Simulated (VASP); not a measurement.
# Ag2I3 (P-3m1) in VASP: notebook, part 2 of 2

VASP 6.6.1. The steps go on from the part before.

### 3 Single point, PBE

This run uses another cell than the first one, of 32.58 Å³/atom, 0.989 times its volume.

The input, INCAR:

```
SYSTEM = Ag2I3
PREC     = Accurate       ! precision mode
ENCUT    = 520            ! plane-wave cutoff, eV
EDIFF    = 1E-6           ! SCF threshold, eV
ISMEAR   = 0              ! smearing method
SIGMA    = 0.1            ! smearing width, eV
LREAL    = .FALSE.        ! projectors in reciprocal space
LASPH    = .TRUE.         ! aspherical terms in the spheres
NELM     = 60             ! most SCF steps
ALGO     = Normal         ! electronic algorithm
ISIF     = 2              ! what is computed and relaxed
LWAVE    = .FALSE.        ! write WAVECAR
LCHARG   = .FALSE.        ! write CHGCAR
GGA      = PE             ! functional
NBANDS   = 30             ! bands
```

The input, KPOINTS:

```
regular mesh
0
G
  6 6 4
  0 0 0
```

The input, POSCAR:

```
Ag2I3
1.0
    4.9447503178      0.0000000000      0.0000000000
   -2.4723751589      4.2822793906      0.0000000000
    0.0000000000      0.0000000000      7.6932282864
Ag I
2 3
Direct
    0.3333333333      0.6666666667      0.2450000000
    0.6666666667      0.3333333333      0.7550000000
    0.0000000000      0.0000000000      0.0000000000
    0.3333333333      0.6666666667      0.6450000000
    0.6666666667      0.3333333333      0.3550000000
```

Potentials or basis: VASP PAW PBE potentials, release 64 (Ag, I).

On the command line:

```console
> cat potpaw_PBE.64/Ag/POTCAR potpaw_PBE.64/I/POTCAR > POTCAR
> mpirun -np 1 vasp_std > vasp.out
```

It took 1.7 min on 1 thread of Intel Xeon Platinum 8559C (Emerald Rapids), shared host; peak memory 0.34 GiB.

The run converged. Its results:

```yaml
Free_energy: -9.7771 eV
Pressure: 0.6 GPa
Largest_force: 0.643 eV/Å
```

Forces in eV/Å, atoms in the order of the input:
```
Ag   0.000  0.000 -0.066
Ag   0.000  0.000  0.066
I    0.000  0.000  0.000
I    0.000  0.000  0.643
I    0.000  0.000 -0.643
```

Stress tensor (GPa, compression positive):
```
-0.21  0.00  0.00
 0.00 -0.21  0.00
 0.00  0.00  2.23
```

Levels at points of the mesh, in eV from the Fermi level:
| k point | band 19 | band 20 | band 21 | band 22 | band 23 | band 24 | band 25 | band 26 |
| --- | --- | --- | --- | --- | --- | --- | --- | --- |
| (0.00, 0.00, 0.00) | -1.01 | -0.41 | -0.38 | -0.38 | 1.53 | 3.27 | 5.06 | 5.35 |
| (0.50, 0.00, 0.00) | -1.00 | -0.87 | -0.44 | 0.16 | 1.95 | 4.19 | 5.63 | 6.77 |
| (0.00, 0.00, 0.50) | -0.71 | -0.71 | -0.42 | -0.42 | 3.20 | 3.27 | 3.47 | 4.48 |
| (0.50, 0.00, 0.50) | -1.53 | -0.63 | 0.02 | 0.08 | 2.62 | 3.21 | 4.85 | 6.41 |

Caveat: spin-orbit coupling is left out, which moves the levels of the heavy elements; an odd number of electrons without spin polarisation forces a metal; a magnetic or distorted state may lie lower.

### 4 Relaxation of cell and atoms, PBE

This run uses another cell than the first one, of 32.58 Å³/atom, 0.989 times its volume.

The input, INCAR:

```
PREC = Accurate
ENCUT = 600
EDIFF = 1E-7
ISMEAR = 0
SIGMA = 0.1
LREAL = False
LASPH = True
NELM = 60
ALGO = Normal
ISIF = 3
LWAVE = False
LCHARG = False
GGA = PE
IBRION = 2
NSW = 90
EDIFFG = -0.04
```

The input, KPOINTS:

```
Automatic mesh
0
Gamma
  6 6 2
```

POSCAR is that of step 3.

On the command line:

```console
> cat potpaw_PBE.64/Ag/POTCAR potpaw_PBE.64/I/POTCAR > POTCAR
> mpirun -np 1 vasp_std > vasp.out
```

Wall time 23 min (1 thread of Intel Xeon Platinum 8559C (Emerald Rapids), shared host); peak memory 0.35 GiB.

It converged, with:

```
Free energy                            : -10.7026 eV
Relaxed volume                         : 32.62 Å³/atom
Relaxed cell                           : a = 4.298 Å, b = 4.298 Å, c = 10.195 Å, α = 90.00°, β = 90.00°, γ = 120.00°
Space group after relaxing (to 0.05 Å) : P-3m1 (No. 164)
Energy gained by relaxing              : 185.7 meV/atom
Ionic steps                            : 25
Pressure after relaxing                : 0.0 GPa
Largest force after relaxing           : 0.028 eV/Å
```

Forces on the atoms (eV/Å):
```
Ag   0.000  0.000 -0.027
Ag   0.000  0.000  0.027
I    0.000  0.000  0.000
I    0.000  0.000  0.028
I    0.000  0.000 -0.028
```

Step by step:
| step | energy change (eV) | largest force (eV/Å) | pressure (GPa) | volume (Å³) |
| --- | --- | --- | --- | --- |
| 1 | 0.0000 | 0.6171 | 0.61 | 162.90 |
| 2 | -0.0739 | 0.4771 | 0.02 | 165.80 |
| 3 | -0.2110 | 0.1778 | -1.09 | 174.34 |
| 4 | -0.2946 | 0.2276 | -1.67 | 190.81 |
| 5 | -0.3626 | 0.2956 | -1.13 | 188.54 |
| 6 | -0.4070 | 0.3975 | -0.22 | 185.37 |
| 7 | -0.4085 | 0.4249 | 0.04 | 184.57 |
| 8 | -0.4301 | 0.4327 | 0.01 | 184.49 |
| 9 | -0.4938 | 0.4457 | -0.09 | 184.21 |
| 10 | -0.6084 | 0.4335 | -0.39 | 183.49 |
| 11 | -0.7419 | 0.2761 | -1.27 | 181.36 |
| 12 | -0.7781 | 0.2967 | -1.00 | 177.59 |
| 13 | -0.8445 | 0.3235 | 0.03 | 166.57 |
| 14 | -0.8481 | 0.3114 | 0.61 | 161.93 |
| 15 | -0.8742 | 0.1692 | 0.51 | 160.23 |
| 16 | -0.8820 | 0.1183 | 0.49 | 158.49 |
| 17 | -0.8996 | 0.1540 | 0.00 | 161.14 |
| 18 | -0.9076 | 0.2071 | -0.72 | 165.63 |
| 19 | -0.9180 | 0.1518 | -0.56 | 165.31 |
| 20 | -0.9253 | 0.0601 | -0.30 | 164.75 |
| 21 | -0.9254 | 0.0496 | -0.27 | 164.69 |
| 22 | -0.9271 | 0.0448 | -0.06 | 163.53 |
| 23 | -0.9273 | 0.0493 | 0.04 | 163.01 |
| 24 | -0.9276 | 0.0438 | 0.03 | 163.02 |
| 25 | -0.9283 | 0.0284 | 0.01 | 163.08 |

Final structure:
```yaml
crystal:
  lattice:
    - [4.29770, 0.00000, 0.00000]
    - [-2.14885, 3.72191, 0.00000]
    - [0.00000, 0.00000, 10.19531]
  atoms:
    - { symbol: Ag, position: [0.33333, 0.66667, 0.18730] }
    - { symbol: Ag, position: [0.66667, 0.33333, 0.81270] }
    - { symbol: I, position: [0.00000, 0.00000, 0.00000] }
    - { symbol: I, position: [0.33333, 0.66667, 0.66645] }
    - { symbol: I, position: [0.66667, 0.33333, 0.33355] }
```

Levels at points of the mesh, in eV from the Fermi level:
| k point | band 17 | band 18 | band 19 | band 20 | band 21 | band 22 | band 23 | band 24 | band 25 |
| --- | --- | --- | --- | --- | --- | --- | --- | --- | --- |
| (0.00, 0.00, 0.00) | -1.00 | -0.51 | -0.23 | -0.23 | 0.19 | 0.19 | 2.36 | 4.24 | 4.37 |
| (0.50, 0.00, 0.00) | -2.05 | -1.69 | -1.11 | -0.68 | -0.32 | -0.10 | 1.98 | 4.49 | 4.92 |
| (0.00, 0.00, 0.50) | -1.04 | -1.04 | -0.07 | -0.07 | 0.08 | 0.08 | 3.15 | 3.96 | 4.16 |
| (0.50, 0.00, 0.50) | -2.06 | -1.96 | -1.47 | -0.93 | 0.10 | 0.10 | 2.36 | 3.85 | 4.43 |

Caveat: the k points lie up to 0.31 Å⁻¹ apart in the final cell; spin-orbit coupling is left out, which moves the levels of the heavy elements; this functional lacks dispersion, which binds the layers, so the pressure and a relaxed spacing across them are unreliable; an odd number of electrons without spin polarisation forces a metal; a magnetic or distorted state may lie lower.

### 5 Single point, PBE

This run uses another cell than the first one, of 33.35 Å³/atom, 1.012 times its volume.

The input, INCAR:

```
PREC = Accurate ; ENCUT = 520
EDIFF = 1E-6 ; ISMEAR = 0
SIGMA = 0.1 ; LREAL = F
LASPH = T ; NELM = 100
ALGO = Normal ; ISIF = 2
LWAVE = F ; LCHARG = F
GGA = PE ; NBANDS = 30
```

The input, KPOINTS:

```
Automatic mesh
0
Gamma
  12 12 4
```

The input, POSCAR:

```
Ag2I3
1.0
    4.3093581337      0.0000000000      0.0000000000
   -2.1546790669      3.7320136178      0.0000000000
    0.0000000000      0.0000000000     10.3684783380
Ag I
2 3
Direct
    0.3333333333      0.6666666667      0.1823071260
    0.6666666667      0.3333333333      0.8176928740
    0.0000000000      0.0000000000      0.0000000000
    0.3333333333      0.6666666667      0.6737159091
    0.6666666667      0.3333333333      0.3262840909
```

On the command line:

```console
> cat potpaw_PBE.64/Ag/POTCAR potpaw_PBE.64/I/POTCAR > POTCAR
> mpirun -np 1 vasp_std > vasp.out
```

It took 3.9 min on 1 thread of Intel Xeon Platinum 8559C (Emerald Rapids), shared host; peak memory 0.44 GiB.

The run converged. Its results:

```yaml
Free_energy: -10.6869 eV
Pressure: -0.1 GPa
Largest_force: 0.012 eV/Å
```

Forces on the atoms (eV/Å):
```
Ag   0.000  0.000  0.010
Ag   0.000  0.000 -0.010
I    0.000  0.000  0.000
I    0.000  0.000  0.012
I    0.000  0.000 -0.012
```

Levels at points of the mesh, in eV from the Fermi level:
```
           k point  band 19  band 20  band 21  band 22  band 23  band 24
(0.00, 0.00, 0.00)    -0.15    -0.15     0.22     0.22     2.40     4.24
(0.50, 0.00, 0.00)    -1.09    -0.67    -0.24    -0.02     2.05     4.50
(0.00, 0.00, 0.50)    -0.04    -0.04     0.14     0.14     3.11     3.98
(0.50, 0.00, 0.50)    -1.39    -0.84     0.10     0.12     2.36     3.96
```

Caveat: spin-orbit coupling is left out, which moves the levels of the heavy elements; this functional lacks dispersion, which binds the layers, so the pressure and a relaxed spacing across them are unreliable; an odd number of electrons without spin polarisation forces a metal; a magnetic or distorted state may lie lower.

### 6 Overview

```csv
task,cell,k mesh,cutoff (eV),gap on the mesh (eV),pressure (GPa),largest force (eV/Å)
single point,"a = 4.293, b = 4.293, c = 10.321 Å, angles 90.0, 90.0, 120.0°, 5 atoms",6 × 6 × 2,520,none,0.0,0.02
single point,"a = 4.945, b = 4.945, c = 7.693 Å, angles 90.0, 90.0, 120.0°, 5 atoms",6 × 6 × 4,520,none,0.6,0.64
relaxation of cell and atoms,"relaxed from a = 4.945, b = 4.945, c = 7.693 Å, angles 90.0, 90.0, 120.0°, 5 atoms",6 × 6 × 2,600,none,0.0,0.03
single point,"a = 4.309, b = 4.309, c = 10.368 Å, angles 90.0, 90.0, 120.0°, 5 atoms",12 × 12 × 4,520,none,-0.1,0.01
```

Alike in all rows: level PBE; potentials or basis VASP PAW PBE potentials, release 64 (Ag, I); no spin polarisation; smearing gaussian 0.1 eV.

Caveats: some runs use coarse meshes; spin-orbit coupling is left out, which moves the levels of the heavy elements; an odd number of electrons without spin polarisation forces a metal; a magnetic or distorted state may lie lower; this functional lacks dispersion, which binds the layers, so the pressure and a relaxed spacing across them are unreliable (some runs).

Absolute energies hang on the potentials; compare differences alone.
